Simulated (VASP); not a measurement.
# Sb (R-3m) in VASP: further runs

The runs below take Sb through single point, with r2SCAN.

All numbers are computed with VASP 6.6.1; they aren't measurements. Logs are shortened: lines on timing, memory, paths and dates and some standing lists are left out, and cuts for length are marked.

**1. The cell of the first run**

It takes space group R-3m (No. 166, trigonal). Conventional cell: a = 4.300 Å, b = 4.300 Å, c = 11.121 Å, α = 90.00°, β = 90.00°, γ = 120.00°. Sb (site symmetry 3m) has 6 Sb at 2.91 to 3.31 Å within 3.8 Å.

**2. Single point, r2SCAN (29.68 Å³/atom)**

File POSCAR:

```
Sb
1.0
    2.1499903272      1.2412974942      3.7070082519
   -2.1499903272      1.2412974942      3.7070082519
    0.0000000000     -2.4825949883      3.7070082519
Sb
2
Direct
    0.2347540737      0.2347540737      0.2347540737
    0.7652459263      0.7652459263      0.7652459263
```

File INCAR.step1:

```
SYSTEM = Sb
ALGO = Normal
EDIFF = 1E-4
ENCUT = 520
GGA = PE
ISMEAR = 0
LASPH = .TRUE.
LCHARG = .FALSE.
LREAL = .FALSE.
LWAVE = .TRUE.
NBANDS = 12
NELM = 80
PREC = Accurate
SIGMA = 0.1
```

File INCAR.step2:

```
SYSTEM = Sb
ALGO = Normal
EDIFF = 1E-6
ENCUT = 520
ISIF = 2
ISMEAR = 0
ISTART = 1
LASPH = .TRUE.
LCHARG = .FALSE.
LMIXTAU = .TRUE.
LREAL = .FALSE.
LWAVE = .FALSE.
METAGGA = R2SCAN
NBANDS = 12
NELM = 80
PREC = Accurate
SIGMA = 0.1
```

File KPOINTS:

```
k-points
0
G
  12 12 12
  0 0 0
```

Potentials or basis: VASP PAW PBE potentials, release 64 (Sb).

Started as:

```bash
> cat potpaw_PBE.64/Sb/POTCAR > POTCAR
> cp INCAR.step1 INCAR
> mpirun -np 1 vasp_std > vasp.out
> cp INCAR.step2 INCAR
> mpirun -np 1 vasp_std > vasp.out
```

OUTCAR:

```text
SYSTEM = Sb
   EDIFF = 1E-6
   ENCUT = 520
   ISIF = 2
   ISMEAR = 0
   ISTART = 1
   LASPH = .TRUE.
   LREAL = .FALSE.
   METAGGA = R2SCAN
   NELM = 80
   PREC = Accurate

 ion  position               nearest neighbor table
   1  0.235  0.235  0.235-   2 2.91   2 2.91   2 2.91   2 3.31   2 3.31   2 3.31
   2  0.765  0.765  0.765-   1 2.91   1 2.91   1 2.91   1 3.31   1 3.31   1 3.31

  LATTYP: Found a trigonal (rhomboedric) cell.
 ALAT       =     4.4615230646
 COS(alpha) =     0.5355524003

  Lattice vectors:

 A1 = (   2.1499903272,   1.2412974942,   3.7070082519)
 A2 = (  -2.1499903272,   1.2412974942,   3.7070082519)
 A3 = (   0.0000000000,  -2.4825949883,   3.7070082519)

Analysis of symmetry for initial positions (statically):
=====================================================================
 Subroutine PRICEL returns:
 Original cell was already a primitive cell.

 Routine SETGRP: Setting up the symmetry group for a
 trigonal (rhombohedral) supercell.

 Subroutine GETGRP returns: Found 12 space group operations
 (whereof 12 operations were pure point group operations)
 out of a pool of 12 trial point group operations.

The static configuration has the point symmetry D_3d.

Analysis of symmetry for dynamics (positions and initial velocities):
=====================================================================
 Subroutine PRICEL returns:
 Original cell was already a primitive cell.

 Routine SETGRP: Setting up the symmetry group for a
 trigonal (rhombohedral) supercell.

 Subroutine GETGRP returns: Found 12 space group operations
 (whereof 12 operations were pure point group operations)
 out of a pool of 12 trial point group operations.

The dynamic configuration has the point symmetry D_3d.

 Subroutine INISYM returns: Found 12 space group operations
 (whereof 12 operations are pure point group operations),
 and found     1 'primitive' translations

----------------------------------------------------------------------------------------

                                     Primitive cell

  volume of cell :      59.3591

  direct lattice vectors                    reciprocal lattice vectors
     2.149990327  1.241297494  3.707008252     0.232559186  0.134268109  0.089919771
    -2.149990327  1.241297494  3.707008252    -0.232559186  0.134268109  0.089919771
     0.000000000 -2.482594988  3.707008252     0.000000000 -0.268536217  0.089919771

  length of vectors
     4.461523065  4.461523065  4.461523065     0.283191216  0.283191216  0.283191216

  position of ions in fractional coordinates (direct lattice)
     0.234754074  0.234754074  0.234754074
     0.765245926  0.765245926  0.765245926

  ion indices of the primitive-cell ions
   primitive index   ion index
                 1           1
                 2           2

----------------------------------------------------------------------------------------

 KPOINTS: k-points

Automatic generation of k-mesh.
 Grid dimensions read from file:
 generate k-points for:   12   12   12

 Generating k-lattice:

  Cartesian coordinates                     Fractional coordinates (reciprocal lattice)
     0.019379932  0.011189009  0.007493314     0.083333333 -0.000000000 -0.000000000
    -0.019379932  0.011189009  0.007493314    -0.000000000  0.083333333 -0.000000000
     0.000000000 -0.022378018  0.007493314     0.000000000  0.000000000  0.083333333

  Length of vectors
     0.023599268  0.023599268  0.023599268

  Shift w.r.t. Gamma in fractional coordinates (k-lattice)
     0.000000000  0.000000000  0.000000000

 Subroutine IBZKPT returns following result:
 ===========================================

 Found    189 irreducible k-points:

 Following reciprocal coordinates:
            Coordinates               Weight
  0.000000  0.000000  0.000000      1.000000
  0.083333 -0.000000  0.000000      6.000000
  0.166667 -0.000000  0.000000      6.000000
  0.250000 -0.000000  0.000000      6.000000
  0.333333 -0.000000  0.000000      6.000000
  0.416667 -0.000000  0.000000      6.000000
[... 16 lines left out ...]
  0.500000  0.166667  0.000000     12.000000
 -0.416667  0.166667 -0.000000     12.000000
 [... further k-points ...]
   k-points           NKPTS =    189   k-points in BZ     NKDIM =    189   number of bands    NBANDS=     12
   number of dos      NEDOS =    301   number of ions     NIONS =      2
   total plane-waves  NPLWV =  46656
   dimension x,y,z NGX =    36 NGY =   36 NGZ =   36
   dimension x,y,z NGXF=    72 NGYF=   72 NGZF=   72
   ions per type =               2
   NGX,Y,Z   is equivalent  to a cutoff of  13.41, 13.41, 13.41 a.u.
   NGXF,Y,Z  is equivalent  to a cutoff of  26.83, 26.83, 26.83 a.u.
 SYSTEM =  Sb
   PREC   = accura    normal or accurate (medium, high low for compatibility)
   ISTART =      1    job   : 0-new  1-cont  2-samecut
   ICHARG =      0    charge: 1-file 2-atom 10-const
   ISPIN  =      1    spin polarized calculation?
   LNONCOLLINEAR =      F non collinear calculations
   LSORBIT =      F    spin-orbit coupling
   LASPH  =      T    aspherical Exc in radial PAW
   ENCUT  =  520.0 eV  38.22 Ry    6.18 a.u.   8.30  8.30  8.30*2*pi/ulx,y,z
   NELM   =     80;   NELMIN=  2; NELMDL=  0     # of ELM steps
   EDIFF  = 0.1E-05   stopping-criterion for ELM
   LREAL  =      F    real-space projection
   EDIFFG = 0.1E-04   stopping-criterion for IOM
   NSW    =      0    number of steps for IOM
   IBRION =     -1    ionic relax: 0-MD 1-quasi-New 2-CG
   NFREE  =      0    steps in history (QN), initial steepest desc. (CG)
   ISIF   =      2    stress and relaxation
   ISYM   =      2    0-nonsym 1-usesym 2-fastsym
   POTIM  = 0.5000    time-step for ionic-motion
   TEBEG  =    0.0;   TEEND  =   0.0 temperature during run
   PSTRESS=    0.0 pullay stress
   NELECT =      10.0000    total number of electrons
   NUPDOWN=      -1.0000    fix difference up-down
   EMIN   =  10.00;   EMAX   =-10.00  energy-range for DOS
   EFERMI =   0.00;   METHOD = LEGACY
   ISMEAR =     0;   SIGMA  =   0.10  broadening in eV -4-tet -1-fermi 0-gaus
   EFERMI_NEDOS =   21; number of points for ismear=-14 and -15
   IALGO  =     38    algorithm
   IMIX   =      4    mixing-type and parameters
     AMIX     =   0.40;   BMIX     =  1.00
     AMIX_MAG =   1.60;   BMIX_MAG =  1.00
  volume/ion in A,a.u.               =      29.68       200.29
  Fermi-wavevector in a.u.,A,eV,Ry     =   0.904161  1.708617 11.122859  0.817507
  Thomas-Fermi vector in A             =   2.027574
   LORBIT       =      0    0 simple, 1 ext, 2 COOP (PROOUT), +10 PAW based schemes
   METAGGA = R2SCAN    functional components
   LHFCALC =     F    Hartree Fock is set to
   AEXX    =    0.0000 exact exchange contribution
   IVDW    =     0    specifies the selected vdW correction
   LEPSILON=     F    determine dielectric tensor
   LRPA    =     F    only Hartree local field effects (RPA)
 non-spin polarized calculation
 Gauss-broadening in eV      SIGMA  =   0.10
  energy-cutoff  :      520.00
  volume of cell :       59.36
 maximum number of plane-waves:      1616
 NGX is ok and might be reduce to    36
   NGX = 17   NGY = 17   NGZ = 17

 number of electron      10.0000000 magnetization

 Free energy of the ion-electron system (eV)
  ---------------------------------------------------
  ext. energy  EPLUGINS =         0.00000000
  ---------------------------------------------------
  free energy    TOTEN  =       -51.37005624 eV

  energy without entropy =      -51.36942827  energy(sigma->0) =      -51.36974226

 E-fermi :   7.4843     XC(G=0): -10.0828

 val. band max:        7.4280774187   @ k =   0.5000   0.5000   0.5000
 cond. band min:       7.4922825509   @ k =  -0.4167   0.5000   0.4167
 fundamental gap:      0.0642051322
 Fermi energy:         7.4842855592

 k-point     1 :       0.0000    0.0000    0.0000
  band No.  band energies     occupation
      1      -5.9944      2.00000
      2       2.7845      2.00000
      3       5.1846      2.00000
      4       5.3994      2.00000
      5       5.3994      2.00000
      6       9.7432      0.00000
      7      10.3352      0.00000
      8      10.3352      0.00000
      9      12.7841      0.00000
     10      12.7841      0.00000
     11      13.0002      0.00000
     12      14.5573      0.00000

 k-point     2 :       0.0833   -0.0000    0.0000
  band No.  band energies     occupation
      1      -5.9124      2.00000
      2       2.3284      2.00000
      3       5.2164      2.00000
      4       5.3860      2.00000
      5       5.6340      2.00000
      6       9.6862      0.00000
      7      10.1160      0.00000
      8      10.1315      0.00000
      9      12.4712      0.00000
     10      12.7920      0.00000
     11      12.8215      0.00000
     12      15.0766      0.00000

 k-point     3 :       0.1667   -0.0000    0.0000
  band No.  band energies     occupation
      1      -5.6671      2.00000
      2       1.3398      2.00000
      3       5.2369      2.00000
      4       5.3567      2.00000
      5       6.0745      2.00000
      6       9.3755      0.00000
      7       9.5627      0.00000
      8       9.6289      0.00000
      9      12.3131      0.00000
     10      12.8572      0.00000
     11      13.0953      0.00000
     12      16.2557      0.00000
[... 286 lines left out ...]
 k-point    23 :       0.5000    0.1667    0.0000
  band No.  band energies     occupation
      1      -3.5820      2.00000
      2      -2.1435      2.00000
      3       3.6610      2.00000
      4       4.6952      2.00000
      5       5.3925      2.00000
      6       8.9816      0.00000
      7       9.3400      0.00000
      8      10.4168      0.00000
      9      13.3424      0.00000
     10      15.9896      0.00000
     11      16.8638      0.00000
     12      17.0890      0.00000

 k-point    24 :      -0.4167    0.1667   -0.0000
  band No.  band energies     occupation
      1      -3.2764      2.00000
      2      -2.5149      2.00000
      3       3.4556      2.00000
      4       5.0432      2.00000
      5       5.6292      2.00000
      6       8.4326      0.00000
      7       8.9553      0.00000
      8      10.7589      0.00000
      9      14.4586      0.00000
     10      14.9541      0.00000
     11      15.5722      0.00000
     12      18.2063      0.00000

 [... further k-points ...]

------------------------ aborting loop because EDIFF is reached ----------------------------------------

  FORCE on cell =-STRESS in cart. coord.  units (eV):
  Direction    XX          YY          ZZ          XY          YZ          ZX
  --------------------------------------------------------------------------------------
  -------------------------------------------------------------------------------------
  Total        0.9205942      0.9205942      0.8725135      0.0000000      0.0000000      0.0000000
  in kB       24.8480122     24.8480122     23.5502506      0.0000000      0.0000000      0.0000000
  external PRESSURE =      24.4154250 kB  Pullay stress =       0.0000000 kB

 VOLUME and BASIS-vectors are now :
 -----------------------------------------------------------------------------
  energy-cutoff  :      520.00
  volume of cell :       59.36
      direct lattice vectors                 reciprocal lattice vectors
     2.149990327  1.241297494  3.707008252     0.232559186  0.134268109  0.089919771
    -2.149990327  1.241297494  3.707008252    -0.232559186  0.134268109  0.089919771
     0.000000000 -2.482594988  3.707008252     0.000000000 -0.268536217  0.089919771

 POSITION                                       TOTAL-FORCE (eV/Angst)
 -----------------------------------------------------------------------------------
      0.00000      0.00000      2.61071         0.000000      0.000000      0.044186
      0.00000      0.00000      8.51032         0.000000     -0.000000     -0.044186
 -----------------------------------------------------------------------------------
    total drift:                               -0.000000     -0.000000     -0.000000

  FREE ENERGIE OF THE ION-ELECTRON SYSTEM (eV)
  ---------------------------------------------------
  free  energy   TOTEN  =       -51.3700562430 eV

  energy  without entropy=      -51.3694282693  energy(sigma->0) =      -51.36974226
```

It took 3.2 min on 1 thread of Intel Xeon 6975P-C (Granite Rapids), shared host; peak memory 0.28 GiB.

Results:

```
Free energy            : -51.3701 eV
Pressure               : 2.4 GPa
Largest force          : 0.044 eV/Å
Band gap on the k mesh : zero (bands 5 and 6 overlap by 0.22 eV)
```

Forces in eV/Å, atoms in the order of the input:
```
Sb   0.000  0.000  0.044
Sb   0.000  0.000 -0.044
```

Stress tensor (GPa, compression positive):
```
2.48 0.00 0.00
0.00 2.48 0.00
0.00 0.00 2.36
```

Caveat: the PAW data sets were made with another functional, which shifts forces and pressure a little; spin-orbit coupling is left out, which moves the levels of the heavy elements.

(Part 1 of 2 ends here.)

The gap in the log of VASP goes by the Fermi energy; the results here count the filled bands.